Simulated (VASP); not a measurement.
# Pt (Fm-3m) in VASP: notebook, part 2 of 2

VASP 6.6.1.

### Step 3. Relaxation of cell and atoms, PBE

This run uses another cell than the first one, of 15.06 Å³/atom.

File INCAR:

```
SYSTEM = Pt
  ALGO = Normal
  EDIFF = 1E-7
  EDIFFG = -0.02
  ENCUT = 500
  GGA = PE
  GGA_COMPAT = .FALSE.
  IBRION = 2
  ISIF = 3
  ISMEAR = 0
  LASPH = .TRUE.
  LCHARG = .FALSE.
  LREAL = .FALSE.
  LWAVE = .FALSE.
  NELM = 120
  NELMIN = 4
  NSW = 50
  PREC = Accurate
  SIGMA = 0.1
```

File KPOINTS:

```
k-points
0
G
  11 11 11
  0 0 0
```

File POSCAR:

```
Pt
1.0
    0.0000000000      1.9600000000      1.9600000000
    1.9600000000      0.0000000000      1.9600000000
    1.9600000000      1.9600000000      0.0000000000
Pt
1
Direct
    0.0000000000      0.0000000000      0.0000000000
```

Potentials or basis: VASP PAW PBE potentials, release 64 (Pt).

On the command line:

```console
$ cat potpaw_PBE.64/Pt/POTCAR > POTCAR
$ mpirun -np 1 vasp_std > vasp.out
```

OUTCAR:

```text
SYSTEM = Pt
   EDIFF = 1E-7
   EDIFFG = -0.02
   ENCUT = 500
   GGA = PE
   IBRION = 2
   ISIF = 3
   ISMEAR = 0
   LASPH = .TRUE.
   LREAL = .FALSE.
   NELM = 120
   NELMIN = 4
   NSW = 50
   PREC = Accurate

 ion  position               nearest neighbor table
   1  0.000  0.000  0.000-

  LATTYP: Found a face centered cubic cell.
 ALAT       =     3.9200000000

  Lattice vectors:

 A1 = (   0.0000000000,   1.9600000000,   1.9600000000)
 A2 = (   1.9600000000,   0.0000000000,   1.9600000000)
 A3 = (   1.9600000000,   1.9600000000,   0.0000000000)

Analysis of symmetry for initial positions (statically):
=====================================================================
 Subroutine PRICEL returns:
 Original cell was already a primitive cell.

 Routine SETGRP: Setting up the symmetry group for a
[... 210 lines left out ...]

 k-point     1 :       0.0000    0.0000    0.0000
  band No.  band energies     occupation
      1       0.1221      2.00000
      2       5.8940      2.00000
      3       5.8940      2.00000
      4       5.8940      2.00000
      5       7.6385      2.00000
      6       7.6385      2.00000
      7      23.8897      0.00000
      8      28.1506      0.00000
      9      28.1506      0.00000
[... 345 lines left out ...]
--------------------------------------- Ionic step        4  -------------------------------------------

 number of electron      10.0000002 magnetization

 Free energy of the ion-electron system (eV)
  ---------------------------------------------------
  ext. energy  EPLUGINS =         0.00000000
  ---------------------------------------------------
  free energy    TOTEN  =        -6.10869314 eV

  energy without entropy =       -6.09654166  energy(sigma->0) =       -6.10261740

 E-fermi :  10.5754     XC(G=0): -13.2920

 val. band max:       10.5748437464   @ k =   0.4545   0.0000   0.0000
 cond. band min:      10.5799121058   @ k =   0.4545   0.4545   0.0000
 fundamental gap:      0.0050683593
 Fermi energy:        10.5754315251

 k-point     1 :       0.0000    0.0000    0.0000
  band No.  band energies     occupation
      1       0.7869      2.00000
      2       7.0323      2.00000
      3       7.0323      2.00000
      4       7.0323      2.00000
      5       9.0710      2.00000
      6       9.0710      2.00000
      7      25.3588      0.00000
      8      30.1380      0.00000
      9      30.1380      0.00000
[... 304 lines left out ...]
  FREE ENERGIE OF THE ION-ELECTRON SYSTEM (eV)
  ---------------------------------------------------
  free  energy   TOTEN  =        -6.1086931427 eV

  energy  without entropy=       -6.0965416573  energy(sigma->0) =       -6.10261740

 reached required accuracy - stopping structural energy minimisation
```

CONTCAR:

```text
Pt
   1.00000000000000
     0.0000000000000000    1.9830179529507423    1.9830179529507423
     1.9830179529507423    0.0000000000000000    1.9830179529507423
     1.9830179529507423    1.9830179529507423    0.0000000000000000
  Pt
     1
Direct
     0.0000000000000000    0.0000000000000000    0.0000000000000000

  0.00000000E+00  0.00000000E+00  0.00000000E+00
```

It took 9.8 s on 1 thread of Intel Xeon 6975P-C (Granite Rapids), shared host; peak memory 0.13 GiB.

Results:

```yaml
Free_energy: -6.1087 eV
Relaxed_volume: 15.60 Å³/atom
Relaxed_cell: a = 2.804 Å, b = 2.804 Å, c = 2.804 Å, α = 60.00°, β = 60.00°, γ = 60.00°
Space_group_after_relaxing_to_0.1_Å: Fm-3m (No. 225)
Energy_gained_by_relaxing: 15.5 meV/atom
Ionic_steps: 4
Pressure_after_relaxing: 0.0 GPa
Band_gap_on_the_k_mesh: zero (bands 5 and 6 overlap by 1.99 eV)
```

Step by step:
```csv
step,energy change (eV),largest force (eV/Å),pressure (GPa),volume (Å³)
1,0.0000,0.0000,9.64,15.06
2,0.0798,0.0000,-18.05,17.12
3,-0.0154,0.0000,-0.32,15.61
4,-0.0155,0.0000,-0.02,15.60
```

Final structure:
```
Pt
1.0
     0.00000    1.98302    1.98302
     1.98302    0.00000    1.98302
     1.98302    1.98302    0.00000
Pt
1
Direct
  0.00000 0.00000 0.00000
```

Levels at points of the mesh, in eV from the Fermi level:
| k point | band 1 | band 2 | band 3 | band 4 | band 5 | band 6 | band 7 | band 8 | band 9 |
| --- | --- | --- | --- | --- | --- | --- | --- | --- | --- |
| (0.00, 0.00, 0.00) | -9.79 | -3.54 | -3.54 | -3.54 | -1.50 | -1.50 | 14.78 | 19.56 | 19.56 |

Caveat: spin-orbit coupling is left out, which moves the levels of the heavy elements.

### Step 4. Single point, PBE

File INCAR:

```
SYSTEM = Pt
PREC = Accurate ; ENCUT = 520
EDIFF = 1E-6 ; ISMEAR = 0
SIGMA = 0.1 ; LREAL = .FALSE.
LASPH = .TRUE. ; NELM = 80
ALGO = Normal ; ISIF = 2
LWAVE = .FALSE. ; LCHARG = .FALSE.
GGA = PE ; NBANDS = 11
```

File KPOINTS:

```
Automatic mesh
0
G
  11 11 11
  0 0 0
```

File POSCAR:

```
Pt
1.0
    0.0000000000      1.9841516202      1.9841516202
    1.9841516202      0.0000000000      1.9841516202
    1.9841516202      1.9841516202      0.0000000000
Pt
1
Direct
    0.0000000000      0.0000000000      0.0000000000
```

On the command line:

```console
$ cat potpaw_PBE.64/Pt/POTCAR > POTCAR
$ mpirun -np 1 vasp_std > vasp.out
```

Wall time 8.8 s (1 thread of Intel Xeon 8259CL, shared host); peak memory 0.14 GiB.

The run converged. Its results:

* Free energy: -6.1092 eV
* Pressure: -0.5 GPa
* Band gap on the k mesh: zero (bands 5 and 6 overlap by 1.99 eV)

Levels at points of the mesh, in eV from the Fermi level:
```
           k point  band 3  band 4  band 5  band 6  band 7  band 8
(0.00, 0.00, 0.00)   -3.53   -3.53   -1.50   -1.50   14.79   19.56
```

Caveat: spin-orbit coupling is left out, which moves the levels of the heavy elements.

### Step 5. Relaxation of cell and atoms, PBE

File INCAR:

```
SYSTEM = Pt
PREC = Accurate
ENCUT = 600
EDIFF = 1E-6
ISMEAR = 0
SIGMA = 0.1
LREAL = .FALSE.
LASPH = .TRUE.
NELM = 80
ALGO = Normal
ISIF = 3
LWAVE = .FALSE.
LCHARG = .FALSE.
GGA = PE
IBRION = 2
NSW = 50
EDIFFG = -0.02
```

File KPOINTS:

```
regular mesh
0
G
  11 11 11
  0 0 0
```

POSCAR is that of step 4.

On the command line:

```console
$ cat potpaw_PBE.64/Pt/POTCAR > POTCAR
$ mpirun -np 1 vasp_std > vasp.out
```

Run time: 17 s. Hardware: 1 thread of Intel Xeon 8259CL, shared host; peak memory 0.15 GiB.

It converged, with:

| Quantity | Value |
| --- | --- |
| Free energy | -6.1094 eV |
| Relaxed volume | 15.60 Å³/atom |
| Relaxed cell | a = 2.804 Å, b = 2.804 Å, c = 2.804 Å, α = 60.00°, β = 60.00°, γ = 60.00° |
| Space group after relaxing (to 0.1 Å) | Fm-3m (No. 225) |
| Energy gained by relaxing | 0.0 meV/atom |
| Ionic steps | 3 |
| Pressure after relaxing | 0.0 GPa |
| Band gap on the k mesh | zero (bands 5 and 6 overlap by 1.99 eV) |

Final structure:
```xyz
1
Lattice="0.0000 1.9831 1.9831 1.9831 0.0000 1.9831 1.9831 1.9831 0.0000" Properties=species:S:1:pos:R:3 pbc="T T T"
Pt    0.0000    0.0000    0.0000
```

Levels at points of the mesh, in eV from the Fermi level:
```tsv
k point	band 1	band 2	band 3	band 4	band 5	band 6	band 7	band 8	band 9
(0.00, 0.00, 0.00)	-9.79	-3.54	-3.54	-3.54	-1.50	-1.50	14.78	19.56	19.56
```

Caveat: spin-orbit coupling is left out, which moves the levels of the heavy elements.

### Step 6. The runs side by side

```csv
task,cell,cutoff (eV),gap on the mesh (eV),pressure (GPa),relaxed volume (Å³/atom)
single point,"a = 2.806 Å, angles 60.0°, 1 atom",500,none,-0.5,-
relaxation of cell and atoms,"relaxed from a = 2.772 Å, angles 60.0°, 1 atom",500,none,0.0,15.60
single point,"a = 2.806 Å, angles 60.0°, 1 atom",520,none,-0.5,-
relaxation of cell and atoms,"relaxed from a = 2.806 Å, angles 60.0°, 1 atom",600,none,0.0,15.60
```

Alike in all rows: level PBE; potentials or basis VASP PAW PBE potentials, release 64 (Pt); no spin polarisation; k mesh 11 × 11 × 11; smearing gaussian 0.1 eV.

Caveats: spin-orbit coupling is left out, which moves the levels of the heavy elements.

Total energies depend on the potentials used, so only differences within one code and one set of settings carry meaning.
